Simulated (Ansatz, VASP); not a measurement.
## Two plane-wave programs on Hg

The input INCAR:

```
SYSTEM = Hg
  PREC = Accurate
  ENCUT = 520
  EDIFF = 1E-6
  ISMEAR = -1
  SIGMA = 0.1
  LREAL = .False.
  LASPH = .True.
  NELM = 60
  ALGO = Normal
  ISIF = 2
  LWAVE = .False.
  LCHARG = .True.
  GGA = B5
  ALDAX = 1.0
  AGGAX = 1.0
  AGGAC = 1.0
  ALDAC = 0.0
  LELF = .True.
  LVHAR = .True.
  NBANDS = 12
```

The input KPOINTS:

```
regular mesh
0
Gamma
  8 8 8
  0 0 0
```

File POSCAR:

```
Hg
1.0
   -3.2986906450      3.2986906450      3.2986906450
    3.2986906450     -3.2986906450      3.2986906450
    3.2986906450      3.2986906450     -3.2986906450
Hg
1
Direct
    0.0000000000      0.0000000000      0.0000000000
```

Input for Ansatz:

```yaml
crystal:
  lattice:
    - [-3.298690645, 3.298690645, 3.298690645]
    - [3.298690645, -3.298690645, 3.298690645]
    - [3.298690645, 3.298690645, -3.298690645]
  atoms:
    - { symbol: Hg, position: [0.0, 0.0, 0.0] }
hamiltonian:
  xc: blyp
  pseudopotentials:
    kind: paw
    azcp:
      Hg: "pseudopotentials/Hg.paw.azcp"
basis:
  ecutwfc: 420
  fft_grid_basis: typed
kpoints:
  mp_grid: { grid: [8, 8, 8], shift: [0, 0, 0] }
magnetization:
  spin_polarized: false
scf:
  occupations: { method: fermi_dirac, width: 0.1 }
  lower_state_search: "off"
output:
  stress: true
```

Alike in both runs: task single point; functional BLYP; k mesh 8 × 8 × 8; occupations fermi-dirac, width 0.1 eV; no spin polarisation.

|  | VASP | Ansatz |
| --- | --- | --- |
| version | VASP 6.6.1 | Ansatz 0.2.0 |
| potentials or method | VASP PAW PBE potentials, release 64 (Hg), cutoff 520 eV | plane waves (420 eV) with PAW, scalar-relativistic |
| valence electrons in the cell | 12 | 20 |

|  | VASP | Ansatz | Ansatz less VASP |
| --- | --- | --- | --- |
| pressure (GPa) | 0.0 | 0.0 | +0.02 |

VASP's potentials were made for PBE, not for BLYP. VASP's potentials hold 12 valence electrons a cell and Ansatz's 20, so a difference there can come from the potentials and not from the codes.

Neither program's run includes spin-orbit coupling.
